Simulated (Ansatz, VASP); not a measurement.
## NaH: VASP beside Ansatz

```
Na H
1.0
     2.95512    0.00000    0.00000
     0.00000    2.95512    0.00000
     0.00000    0.00000    2.95512
Na H
1 1
Direct
  0.00000 0.00000 0.79696
  0.50000 0.50000 0.50000
```

Alike in both runs: task single point; functional PBEsol; k mesh 10 × 10 × 10; occupations gaussian, width 0.05 eV; no spin polarisation.

```csv
,VASP,Ansatz
version,VASP 6.6.1,Ansatz 0.2.0
potentials or method,"VASP PAW PBE potentials, release 64 (Na_pv, H), cutoff 500 eV","scalar-relativistic, plane waves, PAW"
valence electrons in the cell,8,10
```

```tsv
	VASP	Ansatz	Ansatz less VASP
gap on the k mesh at the Fermi level (eV)	0.93	0.93	+0.002
least direct gap on the mesh (eV)	4.13	4.13	0.000
pressure (GPa)	2.3	2.3	+0.03
traceless stress, the component that is largest in VASP (GPa)	0.38	0.41	+0.027
rms of the force components (eV/Å)	0.140	0.137	-0.0027
```

VASP's potentials were made for PBE, not for PBEsol. Atom by atom the forces differ by 0.003 eV/Å (rms over components). The functional is the same, so the differences come from potentials, cutoffs and numerics. VASP's potentials hold 8 valence electrons a cell and Ansatz's 10, so a difference there can come from the potentials and not from the codes.
